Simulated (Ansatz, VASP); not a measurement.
Ag: VASP beside Ansatz

INCAR

```
SYSTEM = Ag
PREC     = Accurate       ! precision mode
ENCUT    = 520            ! plane-wave cutoff, eV
EDIFF    = 1E-7           ! SCF threshold, eV
ISMEAR   = 0              ! smearing method
SIGMA    = 0.15           ! smearing width, eV
LREAL    = .False.        ! projectors in reciprocal space
LASPH    = .True.         ! aspherical terms in the spheres
NELM     = 100            ! most SCF steps
ALGO     = Fast           ! electronic algorithm
ISIF     = 2              ! what is computed and relaxed
LWAVE    = .False.        ! write WAVECAR
LCHARG   = .False.        ! write CHGCAR
GGA      = PS             ! functional
NBANDS   = 12             ! bands
```

The input KPOINTS:

```
Automatic mesh
0
Gamma
  20 20 20
  0 0 0
```

POSCAR

```
Ag
1.0
   -1.6556540000      1.6556540000      1.7384367000
    1.6556540000     -1.6556540000      1.7384367000
    1.6556540000      1.6556540000     -1.7384367000
Ag
1
Direct
    0.0000000000      0.0000000000      0.0000000000
```

Input for Ansatz:

```yaml
crystal:
  lattice:
    - [-1.655654, 1.655654, 1.7384367]
    - [1.655654, -1.655654, 1.7384367]
    - [1.655654, 1.655654, -1.7384367]
  atoms:
    - { symbol: Ag, position: [0.0, 0.0, 0.0] }
basis:
  ecutwfc: 420
kpoints:
  mp_grid: { grid: [20, 20, 20] }
hamiltonian:
  xc: pbesol
scf:
  occupations: { method: gaussian, width: 0.15 }
output:
  forces: true
  stress: true
  eigenvalues: true
```

Change from the starting cell: strain +0.000 along x and y, +0.050 along z, atoms carried along.

Alike in both runs: task single point; functional PBEsol; k mesh 20 × 20 × 20; occupations gaussian, width 0.15 eV; no spin polarisation.

```csv
,VASP,Ansatz
version,VASP 6.6.1,Ansatz 0.2.0
potentials or method,"VASP PAW PBE potentials, release 64 (Ag), cutoff 520 eV","scalar-relativistic, plane waves, PAW"
valence electrons in the cell,11,19
```

|  | VASP | Ansatz | Ansatz less VASP |
| --- | --- | --- | --- |
| gap on the k mesh at the Fermi level (eV) | none | none | - |
| pressure (GPa) | -10.3 | -10.2 | +0.04 |
| traceless stress, the component that is largest in VASP (GPa) | 0.35 | 0.36 | +0.007 |

VASP's potentials were made for PBE, not for PBEsol. A gap of «none» marks a metal or a gap that the smearing closes. VASP's potentials hold 11 valence electrons a cell and Ansatz's 19, so a difference there can come from the potentials and not from the codes.
